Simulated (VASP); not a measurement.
C:

```xyz
2
Lattice="0.0000 1.7857 1.7857 1.7857 0.0000 1.7857 1.7857 1.7857 0.0000" Properties=species:S:1:pos:R:3 pbc="T T T"
C     2.6785    2.6785    2.6785
C     1.7857    1.7857    1.7857
```

Base run:

| Property | Result |
| --- | --- |
| Program | VASP 6.6.1 |
| Functional | HSE06 |
| Potentials or basis | VASP PAW PBE potentials, release 64 (C) |
| Cutoff | 520 eV |
| k mesh | 8 × 8 × 8 |
| Occupations | gaussian, width 0.05 eV |
| Spin | no spin polarisation |

Its results: band gap on the k mesh 5.27 eV, indirect (least direct gap 6.96 eV); pressure -9.0 GPa.

Problem. The run is repeated on the same cell with these changes: functional from HSE06 to PBE; cutoff from 520 eV to 600 eV; k mesh from 8 × 8 × 8 to 10 × 10 × 10. What comes out?

Solution. Band gap on the k mesh 4.16 eV, indirect (least direct gap 5.58 eV); pressure 0.1 GPa.

Several settings changed at once, so the effect can't be laid on one alone.

Caveats: the PAW data sets were made with another functional, which shifts forces and pressure a little (some runs).

A k mesh can miss the band edges.
